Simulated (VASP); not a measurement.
ScRu3:

```xyz
4
Lattice="3.9384 0.0000 0.0000 0.0000 3.9384 0.0000 0.0000 0.0000 3.9384" Properties=species:S:1:pos:R:3 pbc="T T T"
Ru    1.9692    1.9692    0.0000
Ru    1.9692    0.0000    1.9692
Ru    0.0000    1.9692    1.9692
Sc    0.0000    0.0000    0.0000
```

```yaml
Program: VASP 6.6.1
Task: relaxation of cell and atoms
Functional: PBEsol
Potentials_or_basis: VASP PAW PBE potentials, release 64 (Ru_pv, Sc_sv)
Cutoff: 600 eV
k_mesh: 7 × 7 × 7
Occupations: fermi-dirac, width 0.05 eV
Spin: no spin polarisation
```

At the start: pressure -9.3 GPa; volume 15.27 Å³/atom.

Problem. How do energy, volume and symmetry change on relaxing?

Solution. Over 4 steps the energy falls by 20.7 meV/atom and the volume is 14.59 Å³/atom (-4.4 %); space group Pm-3m (No. 221, to 0.1 Å) before and after.

The path:
```
step  energy change (eV)  largest force (eV/Å)  pressure (GPa)  volume (Å³)
   1              0.0000                0.0000           -9.33        61.09
   2              0.2469                0.0000           23.74        53.56
   3             -0.0825                0.0000           -0.29        58.44
   4             -0.0826                0.0000           -0.03        58.38
```

Final structure:
```cif
data_structure
_symmetry_space_group_name_H-M 'P 1'
_symmetry_Int_Tables_number 1
_cell_length_a 3.8793
_cell_length_b 3.8793
_cell_length_c 3.8793
_cell_angle_alpha 90.000
_cell_angle_beta 90.000
_cell_angle_gamma 90.000
_cell_volume 58.38
loop_
_atom_site_label
_atom_site_type_symbol
_atom_site_fract_x
_atom_site_fract_y
_atom_site_fract_z
_atom_site_occupancy
Ru1 Ru 0.50000 0.50000 0.00000 1
Ru2 Ru 0.50000 0.00000 0.50000 1
Ru3 Ru 0.00000 0.50000 0.50000 1
Sc1 Sc 0.00000 0.00000 0.00000 1
```

Caveat: the PAW data sets were made with another functional, which shifts forces and pressure a little.
